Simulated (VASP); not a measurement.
A run of VASP 6.6.1:

File INCAR:

```
  PREC = Accurate
  ENCUT = 520
  EDIFF = 1E-6
  ISMEAR = 0
  SIGMA = 0.05
  LREAL = False
  LASPH = True
  NELM = 60
  ALGO = Normal
  ISIF = 2
  LWAVE = False
  LCHARG = False
  IBRION = 2
  NSW = 50
  EDIFFG = -0.01
```

File KPOINTS:

```
regular mesh
0
Gamma
  12 12 6
```

POSCAR

```
SiC
1.0
    3.0528587308      0.0000000000      0.0000000000
   -1.5264293654      2.6438532151      0.0000000000
    0.0000000000      0.0000000000      4.6247756914
Si C
2 2
Direct
    0.3333333333      0.6666666667      0.0046041256
    0.6666666667      0.3333333333      0.5046041256
    0.3333333333      0.6666666667      0.3803958744
    0.6666666667      0.3333333333      0.8803958744
```

Potentials or basis: VASP PAW LDA potentials, release 64 (Si, C).

The run is started by

```sh
$ cat potpaw_LDA.64/Si/POTCAR potpaw_LDA.64/C/POTCAR > POTCAR
$ mpirun -np 1 vasp_std > vasp.out
```

Hardware: 1 thread of AMD EPYC 9R45 (Zen 5), on a shared host.

Q: How long does it take, and how much memory?

A: Wall time 34 s on 1 thread of AMD EPYC 9R45 (Zen 5), with other jobs on the host, peak memory 0.12 GiB. Counts: scf iterations 28, k points 76, ion steps 3.
